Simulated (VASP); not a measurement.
# Sr2BiSb2 (Immm) in VASP: single point with PBEsol

Aim: the single point of Sr2BiSb2 with PBEsol.

All numbers are computed with VASP 6.6.1; they aren't measurements. Logs are shortened: lines on timing, memory, paths and dates and some standing lists are left out, and cuts for length are marked.

## Step 1: The cell of the first run

It takes space group Immm (No. 71, orthorhombic). The conventional cell has a = 4.529 Å, b = 7.628 Å, c = 9.380 Å, α = 90.00°, β = 90.00°, γ = 90.00°. Sr (site symmetry mm2) has 6 Sb at 3.43 to 3.48 Å and 4 Bi at 3.47 to 4.34 Å and 5 Sr at 4.13 to 4.47 Å within 4.5 Å. Within 4.0 Å of Sb (site symmetry m2m) lie 1 Sb at 3.07 Å and 2 Bi at 3.21 Å and 6 Sr at 3.43 to 3.48 Å. Within 4.2 Å of Bi (site symmetry mmm) lie 4 Sb at 3.21 Å and 4 Sr at 3.47 Å.

## Step 2: Single point, PBEsol

File INCAR:

```
SYSTEM = Sr2BiSb2
ALGO = Fast
EDIFF = 1E-7
ENCUT = 520
GGA = PS
ISIF = 2
ISMEAR = 0
LASPH = .TRUE.
LCHARG = .FALSE.
LREAL = .FALSE.
LWAVE = .FALSE.
NBANDS = 30
NELM = 80
PREC = Accurate
SIGMA = 0.1
```

File KPOINTS:

```
k-points
0
G
  10 10 10
  0 0 0
```

File POSCAR:

```
Sr2BiSb2
1.0
   -2.2646889608      3.8139476133      4.6900739389
    2.2646889608     -3.8139476133      4.6900739389
    2.2646889608      3.8139476133     -4.6900739389
Sr Sb Bi
2 2 1
Direct
    0.7201781477      0.2201781477      0.5000000000
    0.2798218523      0.7798218523      0.5000000000
    0.7012665583      0.5000000000      0.2012665583
    0.2987334417      0.5000000000      0.7987334417
    0.0000000000      0.0000000000      0.0000000000
```

Potentials or basis: VASP PAW PBE potentials, release 64 (Sr_sv, Sb, Bi_d).

On the command line:

```bash
$ cat potpaw_PBE.64/Sr_sv/POTCAR potpaw_PBE.64/Sb/POTCAR potpaw_PBE.64/Bi_d/POTCAR > POTCAR
$ mpirun -np 1 vasp_std > vasp.out
```

OUTCAR:

```text
SYSTEM = Sr2BiSb2
   EDIFF = 1E-7
   ENCUT = 520
   GGA = PS
   ISIF = 2
   ISMEAR = 0
   LASPH = .TRUE.
   LREAL = .FALSE.
   NELM = 80
   PREC = Accurate

 ion  position               nearest neighbor table
   1  0.720  0.220  0.500-   3 3.43   3 3.43   4 3.43   4 3.43   5 3.47   5 3.47   4 3.48   3 3.48
                             2 4.13   5 4.34   5 4.34   2 4.47   2 4.47   2 4.47   2 4.47
   2  0.280  0.780  0.500-   4 3.43   4 3.43   3 3.43   3 3.43   5 3.47   5 3.47   3 3.48   4 3.48
                             1 4.13   5 4.34   5 4.34   1 4.47   1 4.47   1 4.47   1 4.47
   3  0.701  0.500  0.201-   4 3.07   5 3.21   5 3.21   1 3.43   1 3.43   2 3.43   2 3.43   2 3.48
                             1 3.48
   4  0.299  0.500  0.799-   3 3.07   5 3.21   5 3.21   2 3.43   2 3.43   1 3.43   1 3.43   1 3.48
                             2 3.48
   5  0.000  0.000  0.000-   4 3.21   3 3.21   4 3.21   3 3.21   2 3.47   1 3.47   1 3.47   2 3.47
                             1 4.34   1 4.34   2 4.34   2 4.34

  LATTYP: Found a body centered orthorhombic cell.
 ALAT       =     4.5293779216
 B/A-ratio  =     1.6840933476
 C/A-ratio  =     2.0709572131

  Lattice vectors:

 A1 = (  -2.2646889608,   3.8139476133,   4.6900739389)
 A2 = (   2.2646889608,  -3.8139476133,   4.6900739389)
 A3 = (   2.2646889608,   3.8139476133,  -4.6900739389)

Analysis of symmetry for initial positions (statically):
=====================================================================
 Subroutine PRICEL returns:
 Original cell was already a primitive cell.

 Routine SETGRP: Setting up the symmetry group for a
 body centered orthorhombic supercell.

 Subroutine GETGRP returns: Found  8 space group operations
 (whereof  8 operations were pure point group operations)
 out of a pool of  8 trial point group operations.

The static configuration has the point symmetry D_2h.

Analysis of symmetry for dynamics (positions and initial velocities):
=====================================================================
 Subroutine PRICEL returns:
 Original cell was already a primitive cell.

 Routine SETGRP: Setting up the symmetry group for a
 body centered orthorhombic supercell.

 Subroutine GETGRP returns: Found  8 space group operations
 (whereof  8 operations were pure point group operations)
 out of a pool of  8 trial point group operations.

The dynamic configuration has the point symmetry D_2h.

 Subroutine INISYM returns: Found  8 space group operations
 (whereof  8 operations are pure point group operations),
 and found     1 'primitive' translations

----------------------------------------------------------------------------------------

                                     Primitive cell

  volume of cell :     162.0403

  direct lattice vectors                    reciprocal lattice vectors
    -2.264688961  3.813947613  4.690073939     0.000000000  0.131097763  0.106608127
     2.264688961 -3.813947613  4.690073939     0.220780870  0.000000000  0.106608127
     2.264688961  3.813947613 -4.690073939     0.220780870  0.131097763  0.000000000

  length of vectors
     6.455370325  6.455370325  6.455370325     0.168973123  0.245172359  0.256769967

  position of ions in fractional coordinates (direct lattice)
     0.720178148  0.220178148  0.500000000
     0.279821852  0.779821852  0.500000000
     0.701266558  0.500000000  0.201266558
     0.298733442  0.500000000  0.798733442
     0.000000000  0.000000000  0.000000000

  ion indices of the primitive-cell ions
   primitive index   ion index
                 1           1
                 2           2
                 3           3
                 4           4
                 5           5

----------------------------------------------------------------------------------------

 KPOINTS: k-points

Automatic generation of k-mesh.
 Grid dimensions read from file:
 generate k-points for:   10   10   10

 Generating k-lattice:

  Cartesian coordinates                     Fractional coordinates (reciprocal lattice)
     0.000000000  0.013109776  0.010660813     0.100000000  0.000000000 -0.000000000
     0.022078087  0.000000000  0.010660813     0.000000000  0.100000000  0.000000000
     0.022078087  0.013109776  0.000000000    -0.000000000  0.000000000  0.100000000

  Length of vectors
     0.016897312  0.024517236  0.025676997

  Shift w.r.t. Gamma in fractional coordinates (k-lattice)
     0.000000000  0.000000000  0.000000000

 Subroutine IBZKPT returns following result:
 ===========================================

 Found    171 irreducible k-points:

 Following reciprocal coordinates:
            Coordinates               Weight
  0.000000  0.000000  0.000000      1.000000
  0.100000 -0.000000  0.000000      4.000000
  0.200000 -0.000000  0.000000      4.000000
  0.300000  0.000000  0.000000      4.000000
  0.400000 -0.000000  0.000000      4.000000
  0.500000  0.000000  0.000000      2.000000
[... 16 lines left out ...]
 -0.400000  0.200000 -0.000000      8.000000
 -0.300000  0.200000 -0.000000      8.000000
 [... further k-points ...]
   k-points           NKPTS =    171   k-points in BZ     NKDIM =    171   number of bands    NBANDS=     30
   number of dos      NEDOS =    301   number of ions     NIONS =      5
   total plane-waves  NPLWV = 110592
   dimension x,y,z NGX =    48 NGY =   48 NGZ =   48
   dimension x,y,z NGXF=    96 NGYF=   96 NGZF=   96
   ions per type =               2   2   1
   NGX,Y,Z   is equivalent  to a cutoff of  12.36, 12.36, 12.36 a.u.
   NGXF,Y,Z  is equivalent  to a cutoff of  24.72, 24.72, 24.72 a.u.
 SYSTEM =  Sr2BiSb2
   PREC   = accura    normal or accurate (medium, high low for compatibility)
   ISTART =      0    job   : 0-new  1-cont  2-samecut
   ICHARG =      2    charge: 1-file 2-atom 10-const
   ISPIN  =      1    spin polarized calculation?
   LNONCOLLINEAR =      F non collinear calculations
   LSORBIT =      F    spin-orbit coupling
   LASPH  =      T    aspherical Exc in radial PAW
   ENCUT  =  520.0 eV  38.22 Ry    6.18 a.u.  12.00 12.00 12.00*2*pi/ulx,y,z
   NELM   =     80;   NELMIN=  2; NELMDL= -5     # of ELM steps
   EDIFF  = 0.1E-06   stopping-criterion for ELM
   LREAL  =      F    real-space projection
   EDIFFG = 0.1E-05   stopping-criterion for IOM
   NSW    =      0    number of steps for IOM
   IBRION =     -1    ionic relax: 0-MD 1-quasi-New 2-CG
   NFREE  =      0    steps in history (QN), initial steepest desc. (CG)
   ISIF   =      2    stress and relaxation
   ISYM   =      2    0-nonsym 1-usesym 2-fastsym
   POTIM  = 0.5000    time-step for ionic-motion
   TEBEG  =    0.0;   TEEND  =   0.0 temperature during run
   PSTRESS=    0.0 pullay stress
   NELECT =      45.0000    total number of electrons
   NUPDOWN=      -1.0000    fix difference up-down
   EMIN   =  10.00;   EMAX   =-10.00  energy-range for DOS
   EFERMI =   0.00;   METHOD = LEGACY
   ISMEAR =     0;   SIGMA  =   0.10  broadening in eV -4-tet -1-fermi 0-gaus
   EFERMI_NEDOS =   21; number of points for ismear=-14 and -15
   IALGO  =     68    algorithm
   IMIX   =      4    mixing-type and parameters
     AMIX     =   0.40;   BMIX     =  1.00
     AMIX_MAG =   1.60;   BMIX_MAG =  1.00
  volume/ion in A,a.u.               =      32.41       218.70
  Fermi-wavevector in a.u.,A,eV,Ry     =   1.068082  2.018383 15.521521  1.140800
  Thomas-Fermi vector in A             =   2.203719
   LORBIT       =      0    0 simple, 1 ext, 2 COOP (PROOUT), +10 PAW based schemes
   GGA     = PS    functional components
   LHFCALC =     F    Hartree Fock is set to
   AEXX    =    0.0000 exact exchange contribution
   IVDW    =     0    specifies the selected vdW correction
   LEPSILON=     F    determine dielectric tensor
   LRPA    =     F    only Hartree local field effects (RPA)
 non-spin polarized calculation
 RMM-DIIS sequential band-by-band and
 Gauss-broadening in eV      SIGMA  =   0.10
  energy-cutoff  :      520.00
  volume of cell :      162.04
 maximum number of plane-waves:      4408
   NGX = 23   NGY = 23   NGZ = 23

 number of electron      44.9999997 magnetization

 Free energy of the ion-electron system (eV)
  ---------------------------------------------------
  ext. energy  EPLUGINS =         0.00000000
  ---------------------------------------------------
  free energy    TOTEN  =       -21.14492307 eV

  energy without entropy =      -21.13430198  energy(sigma->0) =      -21.13961253

 E-fermi :   5.1606     XC(G=0):  -9.4366

 val. band max:        5.1587646488   @ k =  -0.2000  -0.2000   0.1000
 cond. band min:       5.1624919405   @ k =   0.5000   0.0000   0.0000
 fundamental gap:      0.0037272917
 Fermi energy:         5.1605722165

 k-point     1 :       0.0000    0.0000    0.0000
  band No.  band energies     occupation
      1     -30.2879      2.00000
      2     -30.2777      2.00000
      3     -17.4492      2.00000
      4     -17.4484      2.00000
      5     -17.3178      2.00000
      6     -17.3151      2.00000
[... 22 lines left out ...]
     29       9.0672      0.00000
     30       9.4614      0.00000

 k-point     2 :       0.1000   -0.0000    0.0000
  band No.  band energies     occupation
      1     -30.2877      2.00000
      2     -30.2779      2.00000
      3     -17.4492      2.00000
      4     -17.4484      2.00000
      5     -17.3178      2.00000
      6     -17.3151      2.00000
[... 22 lines left out ...]
     29       9.0958      0.00000
     30       9.4545      0.00000

 k-point     3 :       0.2000   -0.0000    0.0000
  band No.  band energies     occupation
      1     -30.2871      2.00000
      2     -30.2785      2.00000
      3     -17.4492      2.00000
      4     -17.4483      2.00000
      5     -17.3178      2.00000
      6     -17.3150      2.00000
[... 682 lines left out ...]
     29       8.7433      0.00000
     30       9.0413      0.00000

 k-point    24 :      -0.3000    0.2000   -0.0000
  band No.  band energies     occupation
      1     -30.2855      2.00000
      2     -30.2784      2.00000
      3     -17.4516      2.00000
      4     -17.4455      2.00000
      5     -17.3189      2.00000
      6     -17.3148      2.00000
[... 22 lines left out ...]
     29       8.9364      0.00000
     30       9.0456      0.00000

 [... further k-points ...]

------------------------ aborting loop because EDIFF is reached ----------------------------------------

  FORCE on cell =-STRESS in cart. coord.  units (eV):
  Direction    XX          YY          ZZ          XY          YZ          ZX
  --------------------------------------------------------------------------------------
  -------------------------------------------------------------------------------------
  Total        0.1177842      0.1437128      0.0927897      0.0000000      0.0000000      0.0000000
  in kB        1.1645946      1.4209640      0.9174604      0.0000000      0.0000000      0.0000000
  external PRESSURE =       1.1676730 kB  Pullay stress =       0.0000000 kB

 VOLUME and BASIS-vectors are now :
 -----------------------------------------------------------------------------
  energy-cutoff  :      520.00
  volume of cell :      162.04
      direct lattice vectors                 reciprocal lattice vectors
    -2.264688961  3.813947613  4.690073939     0.000000000  0.131097763  0.106608127
     2.264688961 -3.813947613  4.690073939     0.220780870  0.000000000  0.106608127
     2.264688961  3.813947613 -4.690073939     0.220780870  0.131097763  0.000000000

 POSITION                                       TOTAL-FORCE (eV/Angst)
 -----------------------------------------------------------------------------------
      0.00000      3.81395      2.06530        -0.000000      0.000000      0.003463
      2.26469      0.00000      2.62477         0.000000      0.000000     -0.003463
      0.00000      1.53524      4.69007         0.000000      0.008975      0.000000
      2.26469      2.27871      0.00000         0.000000     -0.008975      0.000000
      0.00000      0.00000      0.00000         0.000000      0.000000      0.000000
 -----------------------------------------------------------------------------------
    total drift:                               -0.000000     -0.000000      0.000000

  FREE ENERGIE OF THE ION-ELECTRON SYSTEM (eV)
  ---------------------------------------------------
  free  energy   TOTEN  =       -21.1449230744 eV

  energy  without entropy=      -21.1343019780  energy(sigma->0) =      -21.13961253
```

Wall time 29 min (1 thread of Intel Xeon Platinum 8375C at 2.90GHz (Ice Lake), shared host); peak memory 0.94 GiB.

Results:

```
Free energy   : -21.1449 eV
Pressure      : 0.1 GPa
Largest force : 0.009 eV/Å
```

Forces on the atoms (eV/Å):
```
Sr   0.000  0.000  0.003
Sr   0.000  0.000 -0.003
Sb   0.000  0.009  0.000
Sb   0.000 -0.009  0.000
Bi   0.000  0.000  0.000
```

Caveat: the PAW data sets were made with another functional, which shifts forces and pressure a little; spin-orbit coupling is left out, which moves the levels of the heavy elements.
